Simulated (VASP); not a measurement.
PbS:

```xyz
2
Lattice="3.2457 0.0000 0.0000 0.0000 3.2457 0.0000 0.0000 0.0000 3.2457" Properties=species:S:1:pos:R:3 pbc="T T T"
Pb    0.0000    0.0000    0.0000
S     1.6229    1.6229    1.6229
```

| Property | Result |
| --- | --- |
| Program | VASP 6.6.1 |
| Task | relaxation of cell and atoms |
| Functional | PBE |
| Potentials or basis | VASP PAW PBE potentials, release 64 (Pb_d, S) |
| Cutoff | 600 eV |
| k mesh | 8 × 8 × 8 |
| Occupations | fermi-dirac, width 0.02 eV |
| Spin | no spin polarisation |

At the start: pressure 41.5 GPa; volume 17.10 Å³/atom.

Q: How do energy, volume and symmetry change on relaxing?

A: Over 5 steps the energy falls by 687.2 meV/atom and the volume is 24.34 Å³/atom (+42.4 %); space group Pm-3m (No. 221, to 0.05 Å).

The path:
| step | energy change (eV) | largest force (eV/Å) | pressure (GPa) | volume (Å³) |
| --- | --- | --- | --- | --- |
| 1 | 0.0000 | 0.0000 | 41.50 | 34.19 |
| 2 | -1.0080 | 0.0000 | -7.78 | 61.12 |
| 3 | -1.3744 | 0.0000 | 0.15 | 48.53 |
| 4 | -1.3744 | 0.0000 | -0.17 | 48.85 |
| 5 | -1.3745 | 0.0000 | 0.00 | 48.68 |

Final structure:
```cif
data_structure
_symmetry_space_group_name_H-M 'P 1'
_symmetry_Int_Tables_number 1
_cell_length_a 3.6514
_cell_length_b 3.6514
_cell_length_c 3.6514
_cell_angle_alpha 90.000
_cell_angle_beta 90.000
_cell_angle_gamma 90.000
_cell_volume 48.68
loop_
_atom_site_label
_atom_site_type_symbol
_atom_site_fract_x
_atom_site_fract_y
_atom_site_fract_z
_atom_site_occupancy
Pb1 Pb 0.00000 0.00000 0.00000 1
S1 S 0.50000 0.50000 0.50000 1
```

Caveat: the volume moved by over 15 % at a fixed basis, so the end points are rough.
